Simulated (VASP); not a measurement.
# GaCo (P4/mmm) in VASP: further runs

GaCo is run at these levels: PBEsol; tasks: single point.

Everything below comes from runs of VASP 6.6.1. Logs are shortened: lines on timing, memory, paths and dates and some standing lists are left out, and cuts for length are marked.

## Step 1: The cell of the first run

It takes space group P4/mmm (No. 123, tetragonal). Conventional cell: a = 3.328 Å, b = 3.328 Å, c = 2.163 Å, α = 90.00°, β = 90.00°, γ = 90.00°. Within 2.9 Å of Ga (site symmetry 4/mmm) lie 2 Ga at 2.16 Å and 8 Co at 2.59 Å. Within 2.9 Å of Co (site symmetry 4/mmm) lie 2 Co at 2.16 Å and 8 Ga at 2.59 Å.

## Step 2: Single point, PBEsol

INCAR

```
PREC = Accurate ; ENCUT = 520
EDIFF = 1E-7 ; ISMEAR = 0
SIGMA = 0.15 ; LREAL = F
LASPH = T ; NELM = 60
ALGO = Fast ; ISIF = 2
LWAVE = F ; LCHARG = T
GGA = PS ; LELF = T
LVHAR = T ; NBANDS = 18
```

KPOINTS

```
regular mesh
0
Gamma
  18 18 18
```

POSCAR

```
GaCo
1.0
    3.3282958276      0.0000000000      0.0000000000
    0.0000000000      3.3282958276      0.0000000000
    0.0000000000      0.0000000000      2.1633922879
Ga Co
1 1
Direct
    0.5000000000      0.5000000000      0.5000000000
    0.0000000000      0.0000000000      0.0000000000
```

Potentials or basis: VASP PAW PBE potentials, release 64 (Ga_d, Co).

Command:

```sh
> cat potpaw_PBE.64/Ga_d/POTCAR potpaw_PBE.64/Co/POTCAR > POTCAR
> mpirun -np 1 vasp_std > vasp.out
```

OUTCAR:

```text
PREC = Accurate
   ENCUT = 520
   EDIFF = 1E-7
   ISMEAR = 0
   LREAL = F
   LASPH = T
   NELM = 60
   ISIF = 2
   GGA = PS

 ion  position               nearest neighbor table
   1  0.500  0.500  0.500-   2 2.59   2 2.59   2 2.59   2 2.59   2 2.59   2 2.59   2 2.59   2 2.59

   2  0.000  0.000  0.000-   1 2.59   1 2.59   1 2.59   1 2.59   1 2.59   1 2.59   1 2.59   1 2.59

  LATTYP: Found a simple tetragonal cell.
 ALAT       =     3.3282958276
 C/A-ratio  =     0.6500000000

  Lattice vectors:

 A1 = (   3.3282958276,   0.0000000000,   0.0000000000)
 A2 = (   0.0000000000,   3.3282958276,   0.0000000000)
 A3 = (   0.0000000000,   0.0000000000,   2.1633922879)

Analysis of symmetry for initial positions (statically):
=====================================================================
 Subroutine PRICEL returns:
 Original cell was already a primitive cell.

 Routine SETGRP: Setting up the symmetry group for a
 simple tetragonal supercell.

 Subroutine GETGRP returns: Found 16 space group operations
 (whereof 16 operations were pure point group operations)
 out of a pool of 16 trial point group operations.

The static configuration has the point symmetry D_4h.

Analysis of symmetry for dynamics (positions and initial velocities):
=====================================================================
 Subroutine PRICEL returns:
 Original cell was already a primitive cell.

 Routine SETGRP: Setting up the symmetry group for a
 simple tetragonal supercell.

 Subroutine GETGRP returns: Found 16 space group operations
 (whereof 16 operations were pure point group operations)
 out of a pool of 16 trial point group operations.

The dynamic configuration has the point symmetry D_4h.

 Subroutine INISYM returns: Found 16 space group operations
 (whereof 16 operations are pure point group operations),
 and found     1 'primitive' translations

----------------------------------------------------------------------------------------

                                     Primitive cell

  volume of cell :      23.9651

  direct lattice vectors                    reciprocal lattice vectors
     3.328295828  0.000000000  0.000000000     0.300454062  0.000000000  0.000000000
     0.000000000  3.328295828  0.000000000     0.000000000  0.300454062  0.000000000
     0.000000000  0.000000000  2.163392288     0.000000000  0.000000000  0.462237018

  length of vectors
     3.328295828  3.328295828  2.163392288     0.300454062  0.300454062  0.462237018

  position of ions in fractional coordinates (direct lattice)
[... 75 lines left out ...]
   LSORBIT =      F    spin-orbit coupling
   LASPH  =      T    aspherical Exc in radial PAW
   ENCUT  =  520.0 eV  38.22 Ry    6.18 a.u.   6.19  6.19  4.02*2*pi/ulx,y,z
   NELM   =     60;   NELMIN=  2; NELMDL= -5     # of ELM steps
   EDIFF  = 0.1E-06   stopping-criterion for ELM
   LREAL  =      F    real-space projection
   EDIFFG = 0.1E-05   stopping-criterion for IOM
   NSW    =      0    number of steps for IOM
   IBRION =     -1    ionic relax: 0-MD 1-quasi-New 2-CG
   NFREE  =      0    steps in history (QN), initial steepest desc. (CG)
   ISIF   =      2    stress and relaxation
   ISYM   =      2    0-nonsym 1-usesym 2-fastsym
   POTIM  = 0.5000    time-step for ionic-motion
   TEBEG  =    0.0;   TEEND  =   0.0 temperature during run
   PSTRESS=    0.0 pullay stress
   NELECT =      22.0000    total number of electrons
   NUPDOWN=      -1.0000    fix difference up-down
   EMIN   =  10.00;   EMAX   =-10.00  energy-range for DOS
   EFERMI =   0.00;   METHOD = LEGACY
   ISMEAR =     0;   SIGMA  =   0.15  broadening in eV -4-tet -1-fermi 0-gaus
   EFERMI_NEDOS =   21; number of points for ismear=-14 and -15
   IALGO  =     68    algorithm
   IMIX   =      4    mixing-type and parameters
     AMIX     =   0.40;   BMIX     =  1.00
     AMIX_MAG =   1.60;   BMIX_MAG =  1.00
  volume/ion in A,a.u.               =      11.98        80.86
  Fermi-wavevector in a.u.,A,eV,Ry     =   1.591070  3.006687 34.443210  2.531504
  Thomas-Fermi vector in A             =   2.689667
   LORBIT       =      0    0 simple, 1 ext, 2 COOP (PROOUT), +10 PAW based schemes
   GGA     = PS    functional components
   LHFCALC =     F    Hartree Fock is set to
   AEXX    =    0.0000 exact exchange contribution
   IVDW    =     0    specifies the selected vdW correction
   LEPSILON=     F    determine dielectric tensor
   LRPA    =     F    only Hartree local field effects (RPA)
 non-spin polarized calculation
 RMM-DIIS sequential band-by-band and
 Gauss-broadening in eV      SIGMA  =   0.15
  energy-cutoff  :      520.00
  volume of cell :       23.97
 maximum number of plane-waves:       680
 NGX is ok and might be reduce to    28

 number of electron      22.0000016 magnetization

 Free energy of the ion-electron system (eV)
  ---------------------------------------------------
  ext. energy  EPLUGINS =         0.00000000
  ---------------------------------------------------
  free energy    TOTEN  =       -10.17169141 eV

  energy without entropy =      -10.13552844  energy(sigma->0) =      -10.15360993

 E-fermi :   9.4909     XC(G=0): -13.2623

 val. band max:        9.4902575569   @ k =   0.5000   0.2222   0.5000
 cond. band min:       9.4909662878   @ k =   0.5000   0.0000   0.0556
 fundamental gap:      0.0007087309
 Fermi energy:         9.4908934784

 k-point     1 :       0.0000    0.0000    0.0000
  band No.  band energies     occupation
      1      -6.9173      2.00000
      2      -5.7621      2.00000
      3      -5.6712      2.00000
      4      -5.2533      2.00000
      5      -5.2533      2.00000
      6      -2.6379      2.00000
[... 481 lines left out ...]
      5      -5.2530      2.00000
      6      -1.0500      2.00000
[... 10 lines left out ...]
     17      24.2585      0.00000
     18      30.4653      0.00000

 [... further k-points ...]
[... 5 lines left out ...]
  --------------------------------------------------------------------------------------
  -------------------------------------------------------------------------------------
  Total       -1.9077265     -1.9077265     11.5865187      0.0000000     -0.0000000      0.0000000
  in kB     -127.5403416   -127.5403416    774.6123751      0.0000000     -0.0000000      0.0000000
  external PRESSURE =     173.1772306 kB  Pullay stress =       0.0000000 kB

 VOLUME and BASIS-vectors are now :
 -----------------------------------------------------------------------------
  energy-cutoff  :      520.00
  volume of cell :       23.97
      direct lattice vectors                 reciprocal lattice vectors
     3.328295828  0.000000000  0.000000000     0.300454062  0.000000000  0.000000000
     0.000000000  3.328295828  0.000000000     0.000000000  0.300454062  0.000000000
     0.000000000  0.000000000  2.163392288     0.000000000  0.000000000  0.462237018

 POSITION                                       TOTAL-FORCE (eV/Angst)
 -----------------------------------------------------------------------------------
      1.66415      1.66415      1.08170         0.000000      0.000000      0.000000
      0.00000      0.00000      0.00000         0.000000      0.000000      0.000000
 -----------------------------------------------------------------------------------
    total drift:                                0.000000      0.000000      0.000000

  FREE ENERGIE OF THE ION-ELECTRON SYSTEM (eV)
  ---------------------------------------------------
  free  energy   TOTEN  =       -10.1716914068 eV

  energy  without entropy=      -10.1355284436  energy(sigma->0) =      -10.15360993
```

It took 2.5 min on 1 thread of Intel Xeon 6975P-C (Granite Rapids), shared host; peak memory 0.35 GiB.

Results:

```
Free energy            : -10.1717 eV
Pressure               : 17.3 GPa
Band gap on the k mesh : zero (band 11 reaches 11.47 eV, above the bottom of band 12 at 8.89 eV)
```

Stress tensor (GPa, compression positive):
```
-12.75   0.00   0.00
  0.00 -12.75   0.00
  0.00   0.00  77.46
```

Levels at points of the mesh, in eV from the Fermi level:
| k point | band 8 | band 9 | band 10 | band 11 | band 12 | band 13 | band 14 | band 15 |
| --- | --- | --- | --- | --- | --- | --- | --- | --- |
| (0.00, 0.00, 0.00) | -2.59 | -1.38 | 0.18 | 0.18 | 0.69 | 0.69 | 5.64 | 8.14 |
| (0.50, 0.00, 0.00) | -3.53 | -2.84 | -0.87 | 0.08 | 0.17 | 5.71 | 6.83 | 7.12 |
| (0.50, 0.50, 0.00) | -4.64 | -4.11 | -0.82 | 0.12 | 0.12 | 0.24 | 0.62 | 19.97 |
| (0.00, 0.00, 0.50) | -2.98 | -2.98 | -1.28 | -0.85 | 1.94 | 10.36 | 10.36 | 11.18 |
| (0.50, 0.00, 0.50) | -2.64 | -1.36 | -1.02 | -0.05 | 0.09 | 3.05 | 6.33 | 9.98 |
| (0.50, 0.50, 0.50) | -3.56 | -0.35 | 0.27 | 1.98 | 2.55 | 4.89 | 5.30 | 5.30 |

Caveat: the PAW data sets were made with another functional, which shifts forces and pressure a little. Spin polarisation is off, so any magnetic state and its effect on volume and gap are missing.

## Step 3: Single point, PBEsol

This run uses another cell than the first one, of the same volume but with other edges.

INCAR

```
SYSTEM = GaCo
PREC = Accurate ; ENCUT = 520
EDIFF = 1E-6 ; ISMEAR = 0
SIGMA = 0.15 ; LREAL = .False.
LASPH = .True. ; NELM = 60
ALGO = Fast ; ISIF = 2
LWAVE = .False. ; LCHARG = .False.
GGA = PS ; NBANDS = 18
```

KPOINTS

```
Automatic mesh
0
Gamma
  18 18 18
  0 0 0
```

POSCAR

```
GaCo
1.0
    2.5186198379      0.0000000000      0.0000000000
    0.0000000000      2.5186198379      0.0000000000
    0.0000000000      0.0000000000      3.7779297568
Ga Co
1 1
Direct
    0.5000000000      0.5000000000      0.5000000000
    0.0000000000      0.0000000000      0.0000000000
```

Potentials or basis: VASP PAW PBE potentials, release 64 (Ga_d, Co).

Command:

```sh
> cat potpaw_PBE.64/Ga_d/POTCAR potpaw_PBE.64/Co/POTCAR > POTCAR
> mpirun -np 1 vasp_std > vasp.out
```

It took 1.8 min on 1 thread of Intel Xeon 6975P-C (Granite Rapids), shared host; peak memory 0.34 GiB.

It converged, with:

| Property | Result |
| --- | --- |
| Free energy | -11.3322 eV |
| Pressure | -2.9 GPa |
| Band gap on the k mesh | zero (band 11 reaches 11.77 eV, above the bottom of band 12 at 8.94 eV) |

Stress tensor (GPa, compression positive):
```
  6.88   0.00   0.00
  0.00   6.88   0.00
  0.00   0.00 -22.54
```

Levels at points of the mesh, in eV from the Fermi level:
```tsv
k point	band 8	band 9	band 10	band 11	band 12	band 13	band 14	band 15
(0.00, 0.00, 0.00)	-2.50	-1.68	-0.32	-0.32	0.28	4.27	10.69	10.69
(0.50, 0.00, 0.00)	-3.07	-2.12	-0.68	-0.20	1.29	6.53	6.58	7.01
(0.50, 0.50, 0.00)	-1.64	-1.24	-0.99	-0.99	0.88	3.71	5.85	8.10
(0.00, 0.00, 0.50)	-2.50	-1.56	-0.53	-0.53	0.27	12.90	12.90	13.56
(0.50, 0.00, 0.50)	-2.55	-2.22	-0.75	-0.62	-0.22	1.30	3.66	16.58
(0.50, 0.50, 0.50)	-3.31	-0.49	0.88	2.28	3.27	3.27	4.69	5.01
```

Caveat: the PAW data sets were made with another functional, which shifts forces and pressure a little.
